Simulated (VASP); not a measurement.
# Al32ClO48 (a cell with a defect) in VASP: further runs

Al32ClO48 (a cell with a defect) is run at these levels: PBE; tasks: single point.

Program: VASP 6.6.1. These are calculated values, not measurements. Logs are shortened: lines on timing, memory, paths and dates and some standing lists are left out, and cuts for length are marked.

### Step 1. The cell of the first run

The cell holds a defect, 81 atoms: a = 10.361 Å, b = 10.361 Å, c = 10.361 Å, α = 55.29°, β = 55.29°, γ = 55.29°.

### Step 2. Single point, PBE

INCAR reads:

```
PREC = Accurate
ENCUT = 520
EDIFF = 1E-7
ISMEAR = -1
SIGMA = 0.01
LREAL = Auto
LASPH = T
NELM = 60
ALGO = Normal
ISIF = 2
LWAVE = F
LCHARG = F
GGA = PE
NBANDS = 242
NELECT = 392.0
```

KPOINTS reads:

```
Automatic mesh
0
Gamma
  1 1 1
  0.25 0.25 0.25
```

POSCAR reads:

```
Al32ClO48
1.0
    4.8078835200      2.7758328500      8.7484141900
   -4.8078835200      2.7758328500      8.7484141900
    0.0000000000     -5.5516656900      8.7484141900
Al O Cl
32 48 1
Direct
    0.3181450100      0.3206515400      0.3576819600
    0.4289536200      0.4338183600      0.4317119500
    0.0696557500      0.0749236300      0.0762360900
    0.1760873200      0.1804018500      0.1697500900
    0.3171098300      0.3212762200      0.8161117300
    0.4331529100      0.4308704000      0.8879521300
    0.0761087900      0.0749415800      0.5731126100
    0.1715665300      0.1712459200      0.6877376200
    0.3250374600      0.8332340200      0.3217128000
    0.4277084900      0.9284248800      0.4352018900
    0.0720961000      0.5818635200      0.0694451700
    0.1684707900      0.6797024500      0.1796751100
    0.3204213900      0.8197759600      0.8290112400
    0.4240507100      0.9248468400      0.9271879900
    0.0699296300      0.5734740500      0.5774090600
    0.1778204900      0.6804982900      0.6711789400
    0.8260273200      0.3267981300      0.3205704600
    0.9308114700      0.4306308900      0.4189604800
    0.5861679300      0.0732227800      0.0420162800
    0.6766340700      0.1652156000      0.2057403900
    0.8228879100      0.3229180700      0.8125609500
    0.9173975300      0.4257893800      0.9263374900
    0.5696300800      0.0726938400      0.5759524300
    0.6785014900      0.1805808300      0.6712584200
    0.8206890300      0.8262343400      0.3255371500
    0.9301012700      0.9252721000      0.4289207800
    0.5702679400      0.5749505600      0.0780463600
    0.6762805700      0.6809811700      0.1714654100
    0.8258227500      0.8205680300      0.8189534400
    0.9252267100      0.9294042800      0.9225195400
    0.5798703300      0.5795967300      0.5594943700
    0.6759056900      0.6746927300      0.6748548500
    0.2276215100      0.0386151800      0.3679287800
    0.4817097900      0.0914847800      0.3786410300
    0.0292377400      0.3778467900      0.2173146700
    0.3737127500      0.2187377400      0.0038775700
    0.1238501300      0.2793869600      0.4758777300
    0.2412592900      0.5079684400      0.1272259800
    0.2199780900      0.0266027700      0.8810125900
    0.4746789500      0.1208168500      0.7758611000
    0.0203506000      0.3748843000      0.7260601400
    0.3569893500      0.2375449600      0.5561229300
    0.1173028900      0.2799976900      0.9683427300
    0.2684752700      0.4823633900      0.6242169800
    0.2173071700      0.5334867300      0.3787195100
    0.4708637300      0.6334150900      0.2795721500
    0.0270925400      0.8764435200      0.2228484400
    0.3728717800      0.7219261600      0.0306008200
    0.1268754100      0.7837606900      0.4699616300
    0.2766784800      0.9726628700      0.1254763900
    0.2186130000      0.5329243900      0.8701445300
    0.4716756800      0.6263948500      0.7724061100
    0.0309940700      0.8755045700      0.7161959800
    0.3760658500      0.7304139100      0.5219228400
    0.1158024000      0.7930247100      0.9673015900
    0.2701743400      0.9674404600      0.6360399800
    0.7396566600      0.0201759500      0.3823933300
    0.9746352600      0.1272556400      0.2762896500
    0.5309165400      0.3778399600      0.2432363100
    0.8647557300      0.2211482000      0.0334522700
    0.6299462000      0.2762098800      0.4713291500
    0.7780235800      0.4740876900      0.1224902400
    0.7310272600      0.0108951700      0.8651824900
    0.9773755400      0.1226412000      0.7761260000
    0.5141176300      0.3935024500      0.6908282800
    0.8779513700      0.2247006400      0.5249101000
    0.6601645300      0.2687110700      0.8686964600
    0.7833106700      0.4808149200      0.6118485800
    0.7243877700      0.5307439600      0.3667158300
    0.9563015800      0.6358420100      0.2812847400
    0.5298997900      0.8856826900      0.2144854400
    0.8750625900      0.7233103300      0.0251238400
    0.6277159600      0.7738437200      0.4719892100
    0.7700815200      0.9808169000      0.1238160400
    0.7122239200      0.5234185900      0.8799128700
    0.9673258100      0.6237306300      0.7783730300
    0.5259735600      0.8729093100      0.7228840000
    0.8750197800      0.7202266500      0.5319874400
    0.6237253900      0.7762218300      0.9714838700
    0.7801031800      0.9707637000      0.6239016600
    0.4705464400      0.2794355400      0.1236881700
```

Potentials or basis: VASP PAW PBE potentials, release 64 (Al, O, Cl).

On the command line:

```bash
> cat potpaw_PBE.64/Al/POTCAR potpaw_PBE.64/O/POTCAR potpaw_PBE.64/Cl/POTCAR > POTCAR
> mpirun -np 1 vasp_std > vasp.out
```

OUTCAR:

```text
PREC = Accurate
   ENCUT = 520
   EDIFF = 1E-7
   ISMEAR = -1
   LREAL = Auto
   LASPH = T
   NELM = 60
   ISIF = 2
   GGA = PE
   NELECT = 392.0

 ion  position               nearest neighbor table
   1  0.318  0.321  0.358-  37 1.82  42 1.91  45 1.91  34 1.95  59 2.08  81 2.15  38 2.29   2 2.62
                             8 2.67  20 2.88  12 2.92  10 3.24  18 3.24  23 3.31  15 3.33
   2  0.429  0.434  0.432-  44 1.85  46 1.87  59 1.87  61 1.87  42 2.00  45 2.08   1 2.62  27 2.82
                            15 2.86  23 2.87   5 3.09  17 3.22   9 3.25
   3  0.070  0.075  0.076-  47 1.86  39 1.86  60 1.91  43 1.97  58 1.98  50 2.01   4 2.67  26 2.82
                            22 2.82  14 2.84   8 3.18  20 3.18  12 3.23
   4  0.176  0.180  0.170-  36 1.86  35 1.87  33 1.89  58 1.97  50 1.99  43 2.02   3 2.67   9 2.79
                            17 2.81   5 2.82  11 3.29   7 3.30  19 3.31
   5  0.317  0.321  0.816-  44 1.84  43 1.87  36 1.87  40 1.87  65 2.01  51 2.09   6 2.61   4 2.82
                            16 2.86  24 2.88   2 3.09  14 3.21  22 3.25
   6  0.433  0.431  0.888-  52 1.82  65 1.90  51 1.91  67 1.93  36 2.08  81 2.14  38 2.36   5 2.61
                            31 2.66  19 2.87  11 2.94  21 3.23  13 3.26  24 3.29  16 3.33
   7  0.076  0.075  0.573-  53 1.87  66 1.88  33 1.89  56 1.96  64 1.97  37 1.99   8 2.68  30 2.80
                            10 2.80  18 2.85  16 3.23  24 3.25   4 3.30
   8  0.172  0.171  0.688-  39 1.84  42 1.86  41 1.88  64 1.92  56 2.00  37 2.03   1 2.67   7 2.68
                            21 2.78  13 2.81   3 3.18  23 3.24  15 3.28
   9  0.325  0.833  0.322-  50 1.86  46 1.86  49 1.88  54 1.95  33 1.99  71 1.99  10 2.73   4 2.79
[... 80 lines left out ...]
  66  0.878  0.225  0.525-  24 1.87   7 1.88  17 2.00  18 2.01
  67  0.660  0.269  0.869-  21 1.76   6 1.93  19 1.99  81 2.24  24 2.56
  68  0.783  0.481  0.612-  18 1.84  21 1.87  32 1.95  31 2.00
  69  0.724  0.531  0.367-  31 1.84  28 1.86  17 1.96  18 2.02
  70  0.956  0.636  0.281-  25 1.79  18 1.84  12 2.03  11 2.05
  71  0.530  0.886  0.214-  19 1.86  28 1.91   9 1.99  10 2.10
  72  0.875  0.723  0.025-  11 1.85  28 1.86  30 2.00  29 2.01
  73  0.628  0.774  0.472-  10 1.85  25 1.85  31 1.91  32 1.97
  74  0.770  0.981  0.124-  25 1.92  30 1.92  19 2.03  20 2.03
  75  0.712  0.523  0.880-  32 1.89  27 1.89  22 1.98  21 2.04
  76  0.967  0.624  0.778-  29 1.83  22 1.88  15 1.95  16 2.07
  77  0.526  0.873  0.723-  23 1.87  32 1.88  14 2.00  13 2.01
  78  0.875  0.720  0.532-  15 1.84  32 1.87  26 2.02  25 2.02
  79  0.624  0.776  0.971-  14 1.87  29 1.90  27 1.97  28 1.98
  80  0.780  0.971  0.624-  26 1.84  29 1.84  24 2.02  23 2.03
  81  0.471  0.279  0.124-   6 2.14   1 2.15  19 2.17  20 2.17  38 2.20  34 2.24  67 2.24

  LATTYP: Found a trigonal (rhomboedric) cell.
 ALAT       =    10.3612616410
 COS(alpha) =     0.5693617618

  Lattice vectors:

 A1 = (   4.8078835200,   2.7758328500,   8.7484141900)
 A2 = (  -4.8078835200,   2.7758328500,   8.7484141900)
 A3 = (   0.0000000000,  -5.5516656900,   8.7484141900)

Analysis of symmetry for initial positions (statically):
=====================================================================
 Subroutine PRICEL returns:
 Original cell was already a primitive cell.

 Routine SETGRP: Setting up the symmetry group for a
 trigonal (rhombohedral) supercell.

 Subroutine GETGRP returns: Found  1 space group operations
 (whereof  1 operations were pure point group operations)
 out of a pool of 12 trial point group operations.

The static configuration has the point symmetry C_1 .

Analysis of symmetry for dynamics (positions and initial velocities):
=====================================================================
 Subroutine PRICEL returns:
 Original cell was already a primitive cell.

 Routine SETGRP: Setting up the symmetry group for a
 trigonal (rhombohedral) supercell.

 Subroutine GETGRP returns: Found  1 space group operations
[... 213 lines left out ...]

 Found      1 irreducible k-points:

 Following reciprocal coordinates:
            Coordinates               Weight
  0.250000  0.250000  0.250000      2.000000
   k-points           NKPTS =      1   k-points in BZ     NKDIM =      1   number of bands    NBANDS=    242
   number of dos      NEDOS =    301   number of ions     NIONS =     81
   total plane-waves  NPLWV = 512000
   dimension x,y,z NGX =    80 NGY =   80 NGZ =   80
   dimension x,y,z NGXF=   160 NGYF=  160 NGZF=  160
   ions per type =              32  48   1
   NGX,Y,Z   is equivalent  to a cutoff of  12.84, 12.84, 12.84 a.u.
   NGXF,Y,Z  is equivalent  to a cutoff of  25.67, 25.67, 25.67 a.u.
 SYSTEM =  unknown system
   PREC   = accura    normal or accurate (medium, high low for compatibility)
   ISTART =      0    job   : 0-new  1-cont  2-samecut
   ICHARG =      2    charge: 1-file 2-atom 10-const
   ISPIN  =      1    spin polarized calculation?
   LNONCOLLINEAR =      F non collinear calculations
   LSORBIT =      F    spin-orbit coupling
   LASPH  =      T    aspherical Exc in radial PAW
   ENCUT  =  520.0 eV  38.22 Ry    6.18 a.u.  19.27 19.27 19.27*2*pi/ulx,y,z
   NELM   =     60;   NELMIN=  2; NELMDL= -5     # of ELM steps
   EDIFF  = 0.1E-06   stopping-criterion for ELM
   LREAL  =      T    real-space projection
   EDIFFG = 0.1E-05   stopping-criterion for IOM
   NSW    =      0    number of steps for IOM
   IBRION =     -1    ionic relax: 0-MD 1-quasi-New 2-CG
   NFREE  =      0    steps in history (QN), initial steepest desc. (CG)
   ISIF   =      2    stress and relaxation
   ISYM   =      2    0-nonsym 1-usesym 2-fastsym
   POTIM  = 0.5000    time-step for ionic-motion
   TEBEG  =    0.0;   TEEND  =   0.0 temperature during run
   PSTRESS=    0.0 pullay stress
   NELECT =     392.0000    total number of electrons
   NUPDOWN=      -1.0000    fix difference up-down
   EMIN   =  10.00;   EMAX   =-10.00  energy-range for DOS
   EFERMI =   0.00;   METHOD = LEGACY
   ISMEAR =    -1;   SIGMA  =   0.01  broadening in eV -4-tet -1-fermi 0-gaus
   EFERMI_NEDOS =   21; number of points for ismear=-14 and -15
   IALGO  =     38    algorithm
   IMIX   =      4    mixing-type and parameters
     AMIX     =   0.40;   BMIX     =  1.00
     AMIX_MAG =   1.60;   BMIX_MAG =  1.00
  volume/ion in A,a.u.               =       8.65        58.36
  Fermi-wavevector in a.u.,A,eV,Ry     =   1.349049  2.549332 24.761677  1.819932
  Thomas-Fermi vector in A             =   2.476667
   LORBIT       =      0    0 simple, 1 ext, 2 COOP (PROOUT), +10 PAW based schemes
   GGA     = PE    functional components
   LHFCALC =     F    Hartree Fock is set to
   AEXX    =    0.0000 exact exchange contribution
   IVDW    =     0    specifies the selected vdW correction
   LEPSILON=     F    determine dielectric tensor
   LRPA    =     F    only Hartree local field effects (RPA)
 non-spin polarized calculation
  energy-cutoff  :      520.00
  volume of cell :      700.53
 maximum number of plane-waves:     18804
 NGX is ok and might be reduce to    80
   NGX = 39   NGY = 39   NGZ = 39

 number of electron     391.9999990 magnetization

 Free energy of the ion-electron system (eV)
  ---------------------------------------------------
  ext. energy  EPLUGINS =         0.00000000
  ---------------------------------------------------
  free energy    TOTEN  =      -579.60978713 eV

  energy without entropy =     -579.60978713  energy(sigma->0) =     -579.60978713

 E-fermi :   8.2167     XC(G=0): -11.6587

 val. band max:        7.9647920173   @ k =   0.2500   0.2500   0.2500
 cond. band min:      12.2101156946   @ k =   0.2500   0.2500   0.2500
 fundamental gap:      4.2453236772
 Fermi energy:         8.2166765513

 k-point     1 :       0.2500    0.2500    0.2500
  band No.  band energies     occupation
      1     -13.0426      2.00000
      2     -12.5356      2.00000
      3     -12.1949      2.00000
      4     -12.1379      2.00000
      5     -12.0874      2.00000
      6     -12.0541      2.00000
[... 200 lines left out ...]
    207      15.1438      0.00000
    208      15.1916      0.00000
 [bands above 208 left out]

------------------------ aborting loop because EDIFF is reached ----------------------------------------

  FORCE on cell =-STRESS in cart. coord.  units (eV):
  Direction    XX          YY          ZZ          XY          YZ          ZX
  --------------------------------------------------------------------------------------
  -------------------------------------------------------------------------------------
  Total       52.7531796     48.3141813     41.3376110      0.5829887    -15.5597977     -0.6103616
  in kB      120.6511286    110.4987518     94.5427262      1.3333460    -35.5866162     -1.3959504
  external PRESSURE =     108.5642022 kB  Pullay stress =       0.0000000 kB

 VOLUME and BASIS-vectors are now :
 -----------------------------------------------------------------------------
  energy-cutoff  :      520.00
  volume of cell :      700.53
      direct lattice vectors                 reciprocal lattice vectors
     4.807883520  2.775832850  8.748414190     0.103995864  0.060042040  0.038102144
    -4.807883520  2.775832850  8.748414190    -0.103995864  0.060042040  0.038102144
     0.000000000 -5.551665690  8.748414190     0.000000000 -0.120084080  0.038102144

 POSITION                                       TOTAL-FORCE (eV/Angst)
 -----------------------------------------------------------------------------------
     -0.01205     -0.21254      8.71761        -0.036792      0.035323     -0.017131
     -0.02339     -0.00181     11.32468        -0.008485     -0.012581      0.007230
     -0.02533     -0.02191      1.93179        -0.003052      0.000986     -0.005432
     -0.02074      0.04716      4.60376         0.000135     -0.004521      0.000516
     -0.02003     -2.75873     12.72455        -0.006888      0.007781     -0.014352
      0.01097     -2.53123     15.32701         0.000127      0.002446      0.002292
[... 73 lines left out ...]
     -0.91667      1.39642     20.77546        -0.022309      0.001709      0.000232
      0.91884      1.39515      7.64323         0.045554      0.001811     -0.012480
 -----------------------------------------------------------------------------------
    total drift:                               -0.002783      0.000238     -0.000966

  FREE ENERGIE OF THE ION-ELECTRON SYSTEM (eV)
  ---------------------------------------------------
  free  energy   TOTEN  =      -579.6097871299 eV

  energy  without entropy=     -579.6097871299  energy(sigma->0) =     -579.60978713
```

It took 10 min on 1 thread of Intel Xeon Platinum 8259CL at 2.50GHz (Skylake/Cascade Lake), shared host; peak memory 0.99 GiB.

Results:

```yaml
Free_energy: -579.6098 eV
Largest_force: 0.063 eV/Å
```

Forces on the atoms (eV/Å):
```
Al  -0.037  0.035 -0.017
Al  -0.008 -0.013  0.007
Al  -0.003  0.001 -0.005
Al   0.000 -0.005  0.001
Al  -0.007  0.008 -0.014
Al   0.000  0.002  0.002
Al  -0.008 -0.001  0.003
Al   0.003  0.004  0.005
Al   0.000 -0.001 -0.007
Al   0.005 -0.011 -0.013
Al  -0.009 -0.001 -0.018
Al  -0.019  0.018  0.023
Al   0.001  0.010  0.000
Al  -0.003 -0.001  0.004
Al  -0.004 -0.001  0.001
Al  -0.002  0.001 -0.001
Al  -0.002 -0.001 -0.002
Al   0.000  0.002  0.005
Al  -0.013 -0.012  0.010
Al  -0.021  0.010 -0.002
Al   0.005  0.003  0.005
Al  -0.002 -0.002  0.005
Al   0.001  0.006 -0.004
Al   0.007 -0.012  0.002
Al  -0.018 -0.003 -0.007
Al   0.006  0.007 -0.003
Al   0.000  0.002  0.001
Al  -0.005  0.001  0.007
Al   0.002 -0.008  0.005
Al  -0.020  0.004  0.003
Al  -0.002  0.001 -0.006
Al  -0.004  0.001 -0.004
O    0.013  0.004 -0.004
O   -0.007  0.039  0.019
O   -0.006 -0.014 -0.001
O   -0.012 -0.004  0.021
O    0.007 -0.024 -0.002
O    0.053 -0.028  0.018
O    0.022 -0.006  0.006
O    0.002  0.023  0.001
O   -0.010 -0.011  0.000
O    0.005  0.023  0.000
O    0.011 -0.004  0.004
O   -0.027 -0.001  0.000
O    0.031 -0.001  0.006
O    0.012  0.005 -0.003
O   -0.005 -0.019  0.008
O   -0.008  0.013 -0.003
O    0.013 -0.020  0.005
O   -0.019  0.000  0.002
O    0.027 -0.008  0.003
O   -0.002  0.009  0.004
O   -0.009 -0.019 -0.002
O   -0.008  0.011 -0.001
O    0.025 -0.023  0.005
O   -0.016 -0.001  0.001
O    0.019 -0.003  0.004
O    0.015  0.004  0.000
O   -0.007  0.004 -0.031
O   -0.008  0.007 -0.001
O    0.002 -0.018  0.001
O   -0.018  0.000 -0.006
O    0.011  0.006 -0.006
O    0.010  0.018 -0.001
O    0.005 -0.021 -0.001
O   -0.009  0.018 -0.001
O   -0.004 -0.026 -0.005
O   -0.019 -0.004  0.000
O    0.024  0.002 -0.003
O    0.015  0.019 -0.007
O   -0.008 -0.013 -0.004
O   -0.004  0.015 -0.004
O    0.010 -0.022 -0.001
O   -0.018  0.002  0.001
O    0.016 -0.004  0.003
O    0.015  0.020 -0.005
O   -0.009 -0.018  0.001
O   -0.007  0.021  0.005
O    0.013 -0.005 -0.002
O   -0.022  0.002  0.000
Cl   0.046  0.002 -0.012
```

Caveat: the k points lie up to 0.79 Å⁻¹ apart; the cell carries a net charge on a neutralising background, which shifts energy and pressure; the cell is charged against a uniform background, so pressure and absolute levels hang on convention.

### Step 3. Single point, PBE

INCAR reads:

```
PREC = Accurate
ENCUT = 520
EDIFF = 1E-6
ISMEAR = -1
SIGMA = 0.01
LREAL = Auto
LASPH = T
NELM = 120
ALGO = Normal
ISIF = 2
LWAVE = F
LCHARG = F
GGA = PE
NBANDS = 242
NELECT = 392.0
GGA_COMPAT = F
ISYM = -1
```

KPOINTS reads:

```
explicit points
1
Reciprocal
  0.25000000   0.25000000   0.25000000 1
```

POSCAR is that of step 2.

Potentials or basis: VASP PAW PBE potentials, release 64 (Al, O, Cl).

On the command line:

```bash
> cat potpaw_PBE.64/Al/POTCAR potpaw_PBE.64/O/POTCAR potpaw_PBE.64/Cl/POTCAR > POTCAR
> mpirun -np 1 vasp_std > vasp.out
```

It took 6.4 min on 1 thread of Intel Xeon 6975P-C (Granite Rapids), shared host; peak memory 0.98 GiB.

The run converged. Its results:

| Item | Value |
| --- | --- |
| Free energy | -579.6097 eV |
| Largest force | 0.063 eV/Å |

Forces in eV/Å, atoms in the order of the input:
```
Al  -0.037  0.035 -0.017
Al  -0.009 -0.013  0.007
Al  -0.003  0.001 -0.005
Al   0.000 -0.005  0.000
Al  -0.007  0.008 -0.014
Al   0.000  0.003  0.002
Al  -0.008 -0.001  0.003
Al   0.003  0.004  0.005
Al   0.000 -0.001 -0.007
Al   0.005 -0.011 -0.013
Al  -0.009 -0.001 -0.018
Al  -0.019  0.018  0.023
Al   0.001  0.010  0.000
Al  -0.003 -0.001  0.004
Al  -0.004 -0.001  0.001
Al  -0.002  0.001 -0.001
Al  -0.002  0.000 -0.002
Al   0.000  0.002  0.005
Al  -0.013 -0.012  0.010
Al  -0.021  0.010 -0.002
Al   0.005  0.003  0.005
Al  -0.002 -0.002  0.006
Al   0.001  0.006 -0.004
Al   0.007 -0.012  0.002
Al  -0.018 -0.003 -0.007
Al   0.006  0.007 -0.003
Al   0.000  0.002  0.001
Al  -0.005  0.001  0.007
Al   0.002 -0.008  0.005
Al  -0.020  0.004  0.003
Al  -0.002  0.001 -0.006
Al  -0.004  0.001 -0.004
O    0.013  0.004 -0.003
O   -0.007  0.039  0.019
O   -0.006 -0.014 -0.001
O   -0.012 -0.004  0.022
O    0.007 -0.024 -0.003
O    0.054 -0.028  0.018
O    0.022 -0.006  0.006
O    0.002  0.023  0.001
O   -0.010 -0.011  0.000
O    0.005  0.023  0.000
O    0.011 -0.004  0.004
O   -0.027 -0.001  0.000
O    0.031 -0.001  0.006
O    0.012  0.005 -0.003
O   -0.005 -0.019  0.008
O   -0.008  0.013 -0.003
O    0.013 -0.020  0.005
O   -0.019  0.000  0.002
O    0.027 -0.008  0.003
O   -0.002  0.009  0.004
O   -0.009 -0.019 -0.002
O   -0.008  0.011 -0.001
O    0.025 -0.023  0.005
O   -0.016 -0.001  0.001
O    0.019 -0.003  0.004
O    0.015  0.004  0.000
O   -0.007  0.004 -0.031
O   -0.008  0.007 -0.001
O    0.002 -0.018  0.001
O   -0.018  0.000 -0.006
O    0.011  0.006 -0.006
O    0.010  0.018 -0.001
O    0.005 -0.020 -0.002
O   -0.009  0.018 -0.001
O   -0.004 -0.026 -0.005
O   -0.019 -0.004  0.000
O    0.024  0.002 -0.003
O    0.015  0.020 -0.007
O   -0.008 -0.013 -0.003
O   -0.004  0.015 -0.004
O    0.010 -0.022 -0.001
O   -0.018  0.002  0.001
O    0.016 -0.004  0.003
O    0.015  0.020 -0.005
O   -0.009 -0.018  0.001
O   -0.007  0.021  0.005
O    0.012 -0.005 -0.002
O   -0.022  0.002  0.000
Cl   0.046  0.002 -0.012
```

Levels at points of the mesh, in eV from the Fermi level:
```
           k point  band 192  band 193  band 194  band 195  band 196  band 197  band 198  band 199  band 200  band 201
(0.25, 0.25, 0.25)     -1.73     -1.59     -1.39     -0.58     -0.26      3.98      5.37      5.51      6.12      6.43
```

Caveat: the cell carries a net charge on a neutralising background, which shifts energy and pressure; the cell is charged against a uniform background, so pressure and absolute levels hang on convention.
